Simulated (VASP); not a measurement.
# Rb (Cmcm) in VASP: a series of runs

Runs on Rb. Level: PBE. Tasks: single point.

All numbers are computed with VASP 6.6.1; they aren't measurements. Logs are shortened: lines on timing, memory, paths and dates and some standing lists are left out, and cuts for length are marked.

## (1) The cell of the first run

It takes space group Cmcm (No. 63, orthorhombic). The conventional cell has a = 4.973 Å, b = 8.708 Å, c = 8.276 Å, α = 90.00°, β = 90.00°, γ = 90.00°.

## (2) Single point, PBE

File INCAR:

```
SYSTEM = Rb
PREC     = Accurate       ! precision mode
ENCUT    = 520            ! plane-wave cutoff, eV
EDIFF    = 1E-6           ! SCF threshold, eV
ISMEAR   = -1             ! smearing method
SIGMA    = 0.05           ! smearing width, eV
LREAL    = .FALSE.        ! projectors in reciprocal space
LASPH    = .TRUE.         ! aspherical terms in the spheres
NELM     = 100            ! most SCF steps
ALGO     = Normal         ! electronic algorithm
ISIF     = 2              ! what is computed and relaxed
LWAVE    = .FALSE.        ! write WAVECAR
LCHARG   = .FALSE.        ! write CHGCAR
GGA      = PE             ! functional
NBANDS   = 16             ! bands
```

File KPOINTS:

```
Automatic mesh
0
G
  6 6 3
  0 0 0
```

File POSCAR:

```
Rb
1.0
    2.4863622058     -4.3539849700      0.0000000000
    2.4863622058      4.3539849700      0.0000000000
    0.0000000000      0.0000000000      8.2755461893
Rb
2
Direct
    0.1602887400      0.8397112600      0.7500000000
    0.8397112600      0.1602887400      0.2500000000
```

Potentials or basis: VASP PAW PBE potentials, release 64 (Rb_sv).

The run is started by

```
$ cat potpaw_PBE.64/Rb_sv/POTCAR > POTCAR
$ mpirun -np 1 vasp_std > vasp.out
```

OUTCAR:

```text
SYSTEM = Rb
   PREC = Accurate
   ENCUT = 520
   EDIFF = 1E-6
   ISMEAR = -1
   LREAL = .FALSE.
   LASPH = .TRUE.
   NELM = 100
   ISIF = 2
   GGA = PE

 ion  position               nearest neighbor table
   1  0.160  0.840  0.750-   2 4.99   2 4.99   2 5.07   2 5.07   2 5.07   2 5.07
   2  0.840  0.160  0.250-   1 4.99   1 4.99   1 5.07   1 5.07   1 5.07   1 5.07

  LATTYP: Found a base centered orthorhombic cell.
 ALAT       =     4.9727244116
 B/A-ratio  =     1.7511466993
 C/A-ratio  =     1.6641875769

  Lattice vectors:

 A1 = (   2.4863622058,  -4.3539849700,   0.0000000000)
 A2 = (   2.4863622058,   4.3539849700,   0.0000000000)
 A3 = (   0.0000000000,   0.0000000000,   8.2755461893)

Analysis of symmetry for initial positions (statically):
=====================================================================
 Subroutine PRICEL returns:
 Original cell was already a primitive cell.

 Routine SETGRP: Setting up the symmetry group for a
 base centered orthorhombic supercell.

 Subroutine GETGRP returns: Found  8 space group operations
 (whereof  4 operations were pure point group operations)
 out of a pool of  8 trial point group operations.

The static configuration has the point symmetry C_2h.
 The point group associated with its full space group is D_2h.

Analysis of symmetry for dynamics (positions and initial velocities):
=====================================================================
 Subroutine PRICEL returns:
 Original cell was already a primitive cell.

 Routine SETGRP: Setting up the symmetry group for a
 base centered orthorhombic supercell.

 Subroutine GETGRP returns: Found  8 space group operations
 (whereof  4 operations were pure point group operations)
 out of a pool of  8 trial point group operations.

The dynamic configuration has the point symmetry C_2h.
 The point group associated with its full space group is D_2h.

 Subroutine INISYM returns: Found  8 space group operations
 (whereof  4 operations are pure point group operations),
 and found     1 'primitive' translations

----------------------------------------------------------------------------------------

                                     Primitive cell

  volume of cell :     179.1752

  direct lattice vectors                    reciprocal lattice vectors
     2.486362206 -4.353984970  0.000000000     0.201097008 -0.114837328  0.000000000
     2.486362206  4.353984970  0.000000000     0.201097008  0.114837328  0.000000000
     0.000000000  0.000000000  8.275546189     0.000000000  0.000000000  0.120837946
[... 79 lines left out ...]
   LNONCOLLINEAR =      F non collinear calculations
   LSORBIT =      F    spin-orbit coupling
   LASPH  =      T    aspherical Exc in radial PAW
   ENCUT  =  520.0 eV  38.22 Ry    6.18 a.u.   9.32  9.32 15.39*2*pi/ulx,y,z
   NELM   =    100;   NELMIN=  2; NELMDL= -5     # of ELM steps
   EDIFF  = 0.1E-05   stopping-criterion for ELM
   LREAL  =      F    real-space projection
   EDIFFG = 0.1E-04   stopping-criterion for IOM
   NSW    =      0    number of steps for IOM
   IBRION =     -1    ionic relax: 0-MD 1-quasi-New 2-CG
   NFREE  =      0    steps in history (QN), initial steepest desc. (CG)
   ISIF   =      2    stress and relaxation
   ISYM   =      2    0-nonsym 1-usesym 2-fastsym
   POTIM  = 0.5000    time-step for ionic-motion
   TEBEG  =    0.0;   TEEND  =   0.0 temperature during run
   PSTRESS=    0.0 pullay stress
   NELECT =      18.0000    total number of electrons
   NUPDOWN=      -1.0000    fix difference up-down
   EMIN   =  10.00;   EMAX   =-10.00  energy-range for DOS
   EFERMI =   0.00;   METHOD = LEGACY
   ISMEAR =    -1;   SIGMA  =   0.05  broadening in eV -4-tet -1-fermi 0-gaus
   EFERMI_NEDOS =   21; number of points for ismear=-14 and -15
   IALGO  =     38    algorithm
   IMIX   =      4    mixing-type and parameters
     AMIX     =   0.40;   BMIX     =  1.00
     AMIX_MAG =   1.60;   BMIX_MAG =  1.00
  volume/ion in A,a.u.               =      89.59       604.57
  Fermi-wavevector in a.u.,A,eV,Ry     =   0.761038  1.438153  7.880206  0.579179
  Thomas-Fermi vector in A             =   1.860189
   LORBIT       =      0    0 simple, 1 ext, 2 COOP (PROOUT), +10 PAW based schemes
   GGA     = PE    functional components
   LHFCALC =     F    Hartree Fock is set to
   AEXX    =    0.0000 exact exchange contribution
   IVDW    =     0    specifies the selected vdW correction
   LEPSILON=     F    determine dielectric tensor
   LRPA    =     F    only Hartree local field effects (RPA)
 non-spin polarized calculation
  energy-cutoff  :      520.00
  volume of cell :      179.18
 maximum number of plane-waves:      4843
 NGX is ok and might be reduce to    40
   NGX = 19   NGY = 19   NGZ = 31

 number of electron      18.0000000 magnetization

 Free energy of the ion-electron system (eV)
  ---------------------------------------------------
  ext. energy  EPLUGINS =         0.00000000
  ---------------------------------------------------
  free energy    TOTEN  =        -1.86055029 eV

  energy without entropy =       -1.83433217  energy(sigma->0) =       -1.84744123

 E-fermi :   0.0334     XC(G=0):  -5.5035

 val. band max:        0.0300048023   @ k =   0.5000   0.3333   0.3333
 cond. band min:       0.0410697319   @ k =   0.5000   0.1667   0.3333
 fundamental gap:      0.0110649295
 Fermi energy:         0.0333989125

 k-point     1 :       0.0000    0.0000    0.0000
  band No.  band energies     occupation
      1     -28.8420      2.00000
      2     -28.8382      2.00000
      3     -12.9801      2.00000
      4     -12.8987      2.00000
      5     -12.8949      2.00000
      6     -12.8842      2.00000
[... 433 lines left out ...]
      3     -12.9719      2.00000
      4     -12.9661      2.00000
      5     -12.9279      2.00000
      6     -12.9193      2.00000
[... 8 lines left out ...]
     15       3.1524      0.00000
     16       4.0134      0.00000

 [... further k-points ...]
[... 5 lines left out ...]
  --------------------------------------------------------------------------------------
  -------------------------------------------------------------------------------------
  Total        0.1060330      0.1475286      0.0098248      0.0000000      0.0000000      0.0000000
  in kB        0.9481429      1.3191946      0.0878533      0.0000000      0.0000000      0.0000000
  external PRESSURE =       0.7850636 kB  Pullay stress =       0.0000000 kB

 VOLUME and BASIS-vectors are now :
 -----------------------------------------------------------------------------
  energy-cutoff  :      520.00
  volume of cell :      179.18
      direct lattice vectors                 reciprocal lattice vectors
     2.486362206 -4.353984970  0.000000000     0.201097008 -0.114837328  0.000000000
     2.486362206  4.353984970  0.000000000     0.201097008  0.114837328  0.000000000
     0.000000000  0.000000000  8.275546189     0.000000000  0.000000000  0.120837946

 POSITION                                       TOTAL-FORCE (eV/Angst)
 -----------------------------------------------------------------------------------
      2.48636      2.95820      6.20666         0.000000     -0.004302      0.000000
      2.48636     -2.95820      2.06889         0.000000      0.004302      0.000000
 -----------------------------------------------------------------------------------
    total drift:                                0.000000      0.000000     -0.000000

  FREE ENERGIE OF THE ION-ELECTRON SYSTEM (eV)
  ---------------------------------------------------
  free  energy   TOTEN  =        -1.8605502888 eV

  energy  without entropy=       -1.8343321653  energy(sigma->0) =       -1.84744123
```

OSZICAR:

```text
N       E                     dE             d eps       ncg     rms          rms(c)
DAV:   1     0.115592705306E+03    0.11559E+03   -0.68914E+03   840   0.852E+02
DAV:   2     0.108635265320E+02   -0.10473E+03   -0.10162E+03  1072   0.181E+02
DAV:   3    -0.474903484601E+00   -0.11338E+02   -0.11295E+02  1136   0.583E+01
DAV:   4    -0.185072860640E+01   -0.13758E+01   -0.13755E+01  1488   0.139E+01
DAV:   5    -0.185764539435E+01   -0.69168E-02   -0.69167E-02  1176   0.115E+00    0.181E+00
DAV:   6    -0.185861517897E+01   -0.96978E-03   -0.39450E-03  1200   0.344E-01    0.109E+00
DAV:   7    -0.186031090628E+01   -0.16957E-02   -0.55078E-03  1088   0.403E-01    0.659E-02
DAV:   8    -0.186052450868E+01   -0.21360E-03   -0.32147E-04  1248   0.110E-01    0.216E-02
DAV:   9    -0.186054931420E+01   -0.24806E-04   -0.22654E-05  1208   0.315E-02    0.758E-03
DAV:  10    -0.186055028876E+01   -0.97456E-06   -0.73827E-06  1144   0.142E-02
   1 F= -.18605503E+01 E0= -.18474412E+01  d E =-.262181E-01
```

stdout:

```text
POSCAR found type information on POSCAR Rb
 POSCAR found :  1 types and       2 ions
 scaLAPACK will be used
 LDA part: xc-table for (Slater+PW92), standard interpolation
 POSCAR, INCAR and KPOINTS ok, starting setup
 FFT: planning ... GRIDC
 FFT: planning ... GRID_SOFT
 FFT: planning ... GRID
 WAVECAR not read
 entering main loop
```

Wall time 61 s (1 thread of Intel Xeon Platinum 8488C (Sapphire Rapids), shared host); peak memory 0.3 GiB.

What came out:

| Quantity | Value |
| --- | --- |
| Free energy | -1.8606 eV |
| Pressure | 0.1 GPa |
| Largest force | 0.004 eV/Å |
| Band gap on the k mesh | zero (band 9 reaches 0.95 eV, above the bottom of band 10 at -0.81 eV) |

Forces on the atoms (eV/Å):
```
Rb   0.000 -0.004  0.000
Rb   0.000  0.004  0.000
```

Levels at points of the mesh, in eV from the Fermi level:
```
           k point  band 5  band 6  band 7  band 8  band 9  band 10  band 11  band 12  band 13  band 14
(0.00, 0.00, 0.00)  -12.93  -12.92  -12.92  -12.92   -1.98     0.11     0.64     3.46     3.51     3.59
(0.50, 0.00, 0.00)  -12.97  -12.95  -12.94  -12.93    0.07     0.36     1.28     1.56     2.11     2.50
(0.50, 0.50, 0.00)  -12.97  -12.95  -12.94  -12.93    0.07     0.30     1.33     1.60     1.98     2.43
```

## (3) Single point, PBE

This run uses another cell than the first one, of 91.49 Å³/atom, 1.021 times its volume.

File INCAR:

```
SYSTEM = Rb
ALGO = Normal
EDIFF = 1E-7
ENCUT = 520
GGA = PE
ISIF = 2
ISMEAR = -1
LASPH = .TRUE.
LCHARG = .FALSE.
LREAL = .FALSE.
LWAVE = .FALSE.
NBANDS = 16
NELM = 60
PREC = Accurate
SIGMA = 0.05
```

File KPOINTS:

```
k-points
0
G
  6 6 3
  0 0 0
```

File POSCAR:

```
Rb
1.0
    2.5038723757     -4.3846478462      0.0000000000
    2.5038723757      4.3846478462      0.0000000000
    0.0000000000      0.0000000000      8.3338266037
Rb
2
Direct
    0.1602887400      0.8397112600      0.7500000000
    0.8397112600      0.1602887400      0.2500000000
```

Potentials or basis: VASP PAW PBE potentials, release 64 (Rb_sv).

The run is started by

```
$ cat potpaw_PBE.64/Rb_sv/POTCAR > POTCAR
$ mpirun -np 1 vasp_std > vasp.out
```

Run time: 70 s. Hardware: 1 thread of Intel Xeon Platinum 8488C (Sapphire Rapids), shared host; peak memory 0.31 GiB.

It converged, with:

| Item | Value |
| --- | --- |
| Free energy | -1.8617 eV |
| Pressure | 0.0 GPa |
| Largest force | 0.004 eV/Å |
| Band gap on the k mesh | zero (band 9 reaches 0.90 eV, above the bottom of band 10 at -0.85 eV) |

Forces in eV/Å, atoms in the order of the input:
```
Rb   0.000 -0.004  0.000
Rb   0.000  0.004  0.000
```

Stress tensor (GPa, compression positive):
```
 0.03  0.00  0.00
 0.00  0.07  0.00
 0.00  0.00 -0.05
```

Levels at points of the mesh, in eV from the Fermi level:
```
           k point  band 5  band 6  band 7  band 8  band 9  band 10  band 11  band 12  band 13  band 14
(0.00, 0.00, 0.00)  -12.94  -12.93  -12.93  -12.93   -1.95     0.11     0.63     3.44     3.49     3.57
(0.50, 0.00, 0.00)  -12.98  -12.96  -12.95  -12.94    0.07     0.35     1.29     1.57     2.09     2.47
(0.50, 0.50, 0.00)  -12.97  -12.96  -12.95  -12.94    0.07     0.30     1.33     1.60     1.96     2.40
```

## (4) Single point, PBE

This run uses another cell than the first one, of 93.40 Å³/atom, 1.043 times its volume.

File INCAR:

```
PREC = Accurate
ENCUT = 520
EDIFF = 1E-6
ISMEAR = -1
SIGMA = 0.05
LREAL = False
LASPH = True
NELM = 100
ALGO = Normal
ISIF = 2
LWAVE = False
LCHARG = True
GGA = PE
LELF = True
LVHAR = True
NBANDS = 16
```

File KPOINTS:

```
regular mesh
0
Gamma
  6 6 3
```

File POSCAR:

```
Rb
1.0
    2.5211410067     -4.4148877524      0.0000000000
    2.5211410067      4.4148877524      0.0000000000
    0.0000000000      0.0000000000      8.3913030862
Rb
2
Direct
    0.1602887400      0.8397112600      0.7500000000
    0.8397112600      0.1602887400      0.2500000000
```

The run is started by

```
$ cat potpaw_PBE.64/Rb_sv/POTCAR > POTCAR
$ mpirun -np 1 vasp_std > vasp.out
```

Run time: 61 s. Hardware: 1 thread of Intel Xeon Platinum 8488C (Sapphire Rapids), shared host; peak memory 0.31 GiB.

It converged, with:

```yaml
Free_energy: -1.8615 eV
Pressure: 0.0 GPa
Largest_force: 0.004 eV/Å
Band_gap_on_the_k_mesh: zero (band 9 reaches 0.85 eV, above the bottom of band 10 at -0.88 eV)
```

Forces in eV/Å, atoms in the order of the input:
```
Rb   0.000 -0.004  0.000
Rb   0.000  0.004  0.000
```

Stress tensor (GPa, compression positive):
```
-0.02  0.00  0.00
 0.00  0.01  0.00
 0.00  0.00 -0.10
```

Levels at points of the mesh, in eV from the Fermi level:
```
           k point  band 7  band 8  band 9  band 10  band 11  band 12
(0.00, 0.00, 0.00)  -12.94  -12.94   -1.92     0.12     0.62     3.43
(0.50, 0.00, 0.00)  -12.96  -12.96    0.07     0.35     1.30     1.57
(0.50, 0.50, 0.00)  -12.96  -12.95    0.07     0.30     1.34     1.60
```

## (5) Overview

```tsv
cell	gap on the mesh (eV)	pressure (GPa)
a = 5.014, b = 5.014, c = 8.276 Å, angles 90.0, 90.0, 120.5°, 2 atoms	none	0.1
a = 5.049, b = 5.049, c = 8.334 Å, angles 90.0, 90.0, 120.5°, 2 atoms	none	0.0
a = 5.084, b = 5.084, c = 8.391 Å, angles 90.0, 90.0, 120.5°, 2 atoms	none	0.0
```

Alike in all rows: task single point; level PBE; potentials or basis VASP PAW PBE potentials, release 64 (Rb_sv); no spin polarisation; k mesh 6 × 6 × 3; cutoff (eV) 520; smearing fermi-dirac 0.05 eV.

Total energies depend on the potentials used, so only differences within one code and one set of settings carry meaning.
